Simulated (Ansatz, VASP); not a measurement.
One calculation of C, two programs

```
C
1.0
     1.23277   -2.13415    0.00000
     1.23277    2.13415    0.00000
     0.00000    0.00000    6.79898
C
4
Cartesian
  1.3714 1.6986 5.0992
  1.2328 -0.3556 1.6997
  1.2328 -1.7786 1.6997
  1.2328 0.3556 5.0992
```

Alike in both runs: task single point; functional PBE; dispersion D3(BJ); k mesh 22 × 22 × 8; occupations gaussian, width 0.15 eV; no spin polarisation.

|  | VASP | Ansatz |
| --- | --- | --- |
| version | VASP 6.6.1 | Ansatz 0.2.0 |
| potentials or method | VASP PAW PBE potentials, release 64 (C), cutoff 520 eV | scalar-relativistic, plane waves, PAW |
| valence electrons in the cell | 16 | 16 |

```tsv
	VASP	Ansatz	Ansatz less VASP
gap on the k mesh at the Fermi level (eV)	0.33	0.33	-0.001
least direct gap on the mesh (eV)	0.43	0.43	-0.001
pressure (GPa)	5.1	4.8	-0.36
traceless stress, the component that is largest in VASP (GPa)	6.59	6.48	-0.110
rms of the force components (eV/Å)	2.805	2.805	+0.0001
```

Atom by atom the forces differ by 0.000 eV/Å (rms over components).
